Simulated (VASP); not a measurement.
# Ti in VASP: a series of runs, part 2 of 3

VASP 6.6.1.

## 4. Single point, PBEsol (equal xy, yz and zx shear strains of -2 %)

INCAR

```
PREC = Accurate
ENCUT = 520
EDIFF = 1E-6
ISMEAR = -1
SIGMA = 0.05
LREAL = F
LASPH = T
NELM = 100
ALGO = Normal
ISIF = 2
LWAVE = F
LCHARG = F
GGA = PS
NBANDS = 12
```

KPOINTS

```
Automatic mesh
0
Gamma
  14 14 14
```

POSCAR

```
Ti
1.0
   -1.6738200000      1.6410000000      1.6410000000
    1.6410000000     -1.6738200000      1.6410000000
    1.6410000000      1.6410000000     -1.6738200000
Ti
1
Direct
    0.0000000000      0.0000000000      0.0000000000
```

Potentials or basis: VASP PAW PBE potentials, release 64 (Ti_sv).

The run is started by

```
cat potpaw_PBE.64/Ti_sv/POTCAR > POTCAR
mpirun -np 1 vasp_std > vasp.out
```

OUTCAR:

```text
PREC = Accurate
   ENCUT = 520
   EDIFF = 1E-6
   ISMEAR = -1
   LREAL = F
   LASPH = T
   NELM = 100
   ISIF = 2
   GGA = PS

 ion  position               nearest neighbor table
   1  0.000  0.000  0.000-

  LATTYP: Found a trigonal (rhomboedric) cell.
 ALAT       =     2.8613694960
 COS(alpha) =    -0.3420602552

  Lattice vectors:

 A1 = (  -1.6738200000,   1.6410000000,   1.6410000000)
 A2 = (   1.6410000000,  -1.6738200000,   1.6410000000)
 A3 = (   1.6410000000,   1.6410000000,  -1.6738200000)

Analysis of symmetry for initial positions (statically):
=====================================================================
 Subroutine PRICEL returns:
 Original cell was already a primitive cell.

 Routine SETGRP: Setting up the symmetry group for a
 trigonal (rhombohedral) supercell.

 Subroutine GETGRP returns: Found 12 space group operations
 (whereof 12 operations were pure point group operations)
 out of a pool of 12 trial point group operations.

The static configuration has the point symmetry D_3d.

Analysis of symmetry for dynamics (positions and initial velocities):
=====================================================================
 Subroutine PRICEL returns:
 Original cell was already a primitive cell.

 Routine SETGRP: Setting up the symmetry group for a
 trigonal (rhombohedral) supercell.

 Subroutine GETGRP returns: Found 12 space group operations
 (whereof 12 operations were pure point group operations)
 out of a pool of 12 trial point group operations.

The dynamic configuration has the point symmetry D_3d.

 Subroutine INISYM returns: Found 12 space group operations
 (whereof 12 operations are pure point group operations),
 and found     1 'primitive' translations

----------------------------------------------------------------------------------------

                                     Primitive cell

  volume of cell :      17.6707

  direct lattice vectors                    reciprocal lattice vectors
    -1.673820000  1.641000000  1.641000000     0.006156643  0.307832149  0.307832149
     1.641000000 -1.673820000  1.641000000     0.307832149  0.006156643  0.307832149
     1.641000000  1.641000000 -1.673820000     0.307832149  0.307832149  0.006156643

  length of vectors
     2.861369496  2.861369496  2.861369496     0.435383932  0.435383932  0.435383932

  position of ions in fractional coordinates (direct lattice)
     0.000000000  0.000000000  0.000000000

  ion indices of the primitive-cell ions
   primitive index   ion index
                 1           1

----------------------------------------------------------------------------------------

 KPOINTS: Automatic mesh

Automatic generation of k-mesh.
 Grid dimensions read from file:
 generate k-points for:   14   14   14

 Generating k-lattice:

  Cartesian coordinates                     Fractional coordinates (reciprocal lattice)
     0.000439760  0.021988011  0.021988011     0.071428571  0.000000000  0.000000000
     0.021988011  0.000439760  0.021988011     0.000000000  0.071428571  0.000000000
     0.021988011  0.021988011  0.000439760     0.000000000  0.000000000  0.071428571

  Length of vectors
     0.031098852  0.031098852  0.031098852

  Shift w.r.t. Gamma in fractional coordinates (k-lattice)
     0.000000000  0.000000000  0.000000000

 Subroutine IBZKPT returns following result:
 ===========================================

 Found    288 irreducible k-points:

 Following reciprocal coordinates:
            Coordinates               Weight
  0.000000  0.000000  0.000000      1.000000
  0.071429 -0.000000 -0.000000      6.000000
  0.142857  0.000000  0.000000      6.000000
  0.214286 -0.000000 -0.000000      6.000000
  0.285714 -0.000000 -0.000000      6.000000
  0.357143 -0.000000 -0.000000      6.000000
[... 16 lines left out ...]
  0.214286  0.142857 -0.000000     12.000000
  0.285714  0.142857 -0.000000     12.000000
 [... further k-points ...]
   k-points           NKPTS =    288   k-points in BZ     NKDIM =    288   number of bands    NBANDS=     12
   number of dos      NEDOS =    301   number of ions     NIONS =      1
   total plane-waves  NPLWV =  13824
   dimension x,y,z NGX =    24 NGY =   24 NGZ =   24
   dimension x,y,z NGXF=    48 NGYF=   48 NGZF=   48
   ions per type =               1
   NGX,Y,Z   is equivalent  to a cutoff of  13.94, 13.94, 13.94 a.u.
   NGXF,Y,Z  is equivalent  to a cutoff of  27.89, 27.89, 27.89 a.u.
 SYSTEM =  unknown system
   PREC   = accura    normal or accurate (medium, high low for compatibility)
   ISTART =      0    job   : 0-new  1-cont  2-samecut
   ICHARG =      2    charge: 1-file 2-atom 10-const
   ISPIN  =      1    spin polarized calculation?
   LNONCOLLINEAR =      F non collinear calculations
   LSORBIT =      F    spin-orbit coupling
   LASPH  =      T    aspherical Exc in radial PAW
   ENCUT  =  520.0 eV  38.22 Ry    6.18 a.u.   5.32  5.32  5.32*2*pi/ulx,y,z
   NELM   =    100;   NELMIN=  2; NELMDL= -5     # of ELM steps
   EDIFF  = 0.1E-05   stopping-criterion for ELM
   LREAL  =      F    real-space projection
   EDIFFG = 0.1E-04   stopping-criterion for IOM
   NSW    =      0    number of steps for IOM
   IBRION =     -1    ionic relax: 0-MD 1-quasi-New 2-CG
   NFREE  =      0    steps in history (QN), initial steepest desc. (CG)
   ISIF   =      2    stress and relaxation
   ISYM   =      2    0-nonsym 1-usesym 2-fastsym
   POTIM  = 0.5000    time-step for ionic-motion
   TEBEG  =    0.0;   TEEND  =   0.0 temperature during run
   PSTRESS=    0.0 pullay stress
   NELECT =      12.0000    total number of electrons
   NUPDOWN=      -1.0000    fix difference up-down
   EMIN   =  10.00;   EMAX   =-10.00  energy-range for DOS
   EFERMI =   0.00;   METHOD = LEGACY
   ISMEAR =    -1;   SIGMA  =   0.05  broadening in eV -4-tet -1-fermi 0-gaus
   EFERMI_NEDOS =   21; number of points for ismear=-14 and -15
   IALGO  =     38    algorithm
   IMIX   =      4    mixing-type and parameters
     AMIX     =   0.40;   BMIX     =  1.00
     AMIX_MAG =   1.60;   BMIX_MAG =  1.00
  volume/ion in A,a.u.               =      17.67       119.25
  Fermi-wavevector in a.u.,A,eV,Ry     =   1.438966  2.719251 28.172520  2.070622
  Thomas-Fermi vector in A             =   2.557874
   LORBIT       =      0    0 simple, 1 ext, 2 COOP (PROOUT), +10 PAW based schemes
   GGA     = PS    functional components
   LHFCALC =     F    Hartree Fock is set to
   AEXX    =    0.0000 exact exchange contribution
   IVDW    =     0    specifies the selected vdW correction
   LEPSILON=     F    determine dielectric tensor
   LRPA    =     F    only Hartree local field effects (RPA)
 non-spin polarized calculation
  energy-cutoff  :      520.00
  volume of cell :       17.67
 maximum number of plane-waves:       488
 NGX is ok and might be reduce to    24
   NGX = 11   NGY = 11   NGZ = 11

 number of electron      12.0000000 magnetization

 Free energy of the ion-electron system (eV)
  ---------------------------------------------------
  ext. energy  EPLUGINS =         0.00000000
  ---------------------------------------------------
  free energy    TOTEN  =        -8.21590043 eV

  energy without entropy =       -8.19553229  energy(sigma->0) =       -8.20571636

 E-fermi :   7.7727     XC(G=0): -11.5491

 val. band max:        7.7722366373   @ k =  -0.3571   0.1429  -0.0000
 cond. band min:       7.7734450747   @ k =  -0.2857   0.3571   0.0714
 fundamental gap:      0.0012084373
 Fermi energy:         7.7727011910

 k-point     1 :       0.0000    0.0000    0.0000
  band No.  band energies     occupation
      1     -48.5523      2.00000
      2     -24.5363      2.00000
      3     -24.5363      2.00000
      4     -24.4902      2.00000
      5       1.8660      2.00000
      6       8.5502      0.00000
      7       8.8347      0.00000
      8       8.8347      0.00000
      9      10.4959      0.00000
     10      10.4959      0.00000
     11      24.6852      0.00000
     12      25.2697      0.00000

 k-point     2 :       0.0714   -0.0000   -0.0000
  band No.  band energies     occupation
      1     -48.5458      2.00000
      2     -24.5557      2.00000
      3     -24.5363      2.00000
      4     -24.5170      2.00000
      5       2.0416      2.00000
      6       8.6219      0.00000
      7       8.7547      0.00000
      8       8.8853      0.00000
      9      10.3879      0.00000
     10      10.4937      0.00000
     11      24.7279      0.00000
     12      25.0000      0.00000
[... 316 lines left out ...]
 k-point    24 :       0.2857    0.1429   -0.0000
  band No.  band energies     occupation
      1     -48.4335      2.00000
      2     -25.0725      2.00000
      3     -24.7154      2.00000
      4     -24.5709      2.00000
      5       5.3982      2.00000
      6       7.5407      1.98086
      7       7.8995      0.14682
      8      10.1890      0.00000
      9      10.7658      0.00000
     10      11.8323      0.00000
     11      18.7250      0.00000
     12      20.8705      0.00000

 [... further k-points ...]
[... 5 lines left out ...]
  --------------------------------------------------------------------------------------
  -------------------------------------------------------------------------------------
  Total       -0.7545484     -0.7545484     -0.7545484      0.0685335      0.0685335      0.0685335
  in kB      -68.4137112    -68.4137112    -68.4137112      6.2138244      6.2138244      6.2138244
  external PRESSURE =     -68.4137112 kB  Pullay stress =       0.0000000 kB

 VOLUME and BASIS-vectors are now :
 -----------------------------------------------------------------------------
  energy-cutoff  :      520.00
  volume of cell :       17.67
      direct lattice vectors                 reciprocal lattice vectors
    -1.673820000  1.641000000  1.641000000     0.006156643  0.307832149  0.307832149
     1.641000000 -1.673820000  1.641000000     0.307832149  0.006156643  0.307832149
     1.641000000  1.641000000 -1.673820000     0.307832149  0.307832149  0.006156643

 POSITION                                       TOTAL-FORCE (eV/Angst)
 -----------------------------------------------------------------------------------
      0.00000      0.00000      0.00000         0.000000      0.000000      0.000000
 -----------------------------------------------------------------------------------
    total drift:                                0.000000      0.000000      0.000000

  FREE ENERGIE OF THE ION-ELECTRON SYSTEM (eV)
  ---------------------------------------------------
  free  energy   TOTEN  =        -8.2159004333 eV

  energy  without entropy=       -8.1955322894  energy(sigma->0) =       -8.20571636
```

OSZICAR:

```text
N       E                     dE             d eps       ncg     rms          rms(c)
DAV:   1     0.863141474017E+02    0.86314E+02   -0.65533E+03  6932   0.120E+03
DAV:   2    -0.518815334023E+01   -0.91502E+02   -0.89169E+02  7128   0.295E+02
DAV:   3    -0.934331602379E+01   -0.41552E+01   -0.41112E+01  9532   0.647E+01
DAV:   4    -0.942738309152E+01   -0.84067E-01   -0.83973E-01  7800   0.820E+00
DAV:   5    -0.942938928247E+01   -0.20062E-02   -0.20061E-02  8116   0.112E+00    0.853E+00
DAV:   6    -0.821352919726E+01    0.12159E+01   -0.29186E+00  7504   0.238E+01    0.202E+00
DAV:   7    -0.820787547455E+01    0.56537E-02   -0.75643E-02  8152   0.277E+00    0.124E+00
DAV:   8    -0.821546596935E+01   -0.75905E-02   -0.35398E-02  7244   0.223E+00    0.111E-01
DAV:   9    -0.821587096273E+01   -0.40499E-03   -0.21442E-03  8492   0.468E-01    0.720E-02
DAV:  10    -0.821591777166E+01   -0.46809E-04   -0.23336E-04  7220   0.168E-01    0.123E-02
DAV:  11    -0.821590049849E+01    0.17273E-04   -0.23656E-05  8076   0.754E-02    0.115E-02
DAV:  12    -0.821590043328E+01    0.65208E-07   -0.20691E-06  7220   0.182E-02
   1 F= -.82159004E+01 E0= -.82057164E+01  d E =-.203681E-01
```

stdout:

```text
POSCAR found type information on POSCAR Ti
 POSCAR found :  1 types and       1 ions
 scaLAPACK will be used
 -----------------------------------------------------------------------------
|                                                                             |
|                                                                             |
|     You enforced a specific xc type in the INCAR file but a different       |
|     I HOPE YOU KNOW WHAT YOU ARE DOING!                                     |
|                                                                             |
 -----------------------------------------------------------------------------

 LDA part: xc-table for (Slater+PW92), standard interpolation
 POSCAR, INCAR and KPOINTS ok, starting setup
 FFT: planning ... GRIDC
 FFT: planning ... GRID_SOFT
 FFT: planning ... GRID
 WAVECAR not read
 entering main loop
```

It took 25 s on 1 thread of Intel Xeon 6975P-C, shared host; peak memory 0.18 GiB.

Results:

```
Free energy            : -8.2159 eV
Pressure               : -6.8 GPa
Band gap on the k mesh : zero (band 6 reaches 8.64 eV, above the bottom of band 7 at 7.09 eV)
```

Caveat: the cell differs from its parent crystal (equal xy, yz and zx shear strains of -2 %); the PAW data sets were made with another functional, which shifts forces and pressure a little.

[end of part 2 of 3]
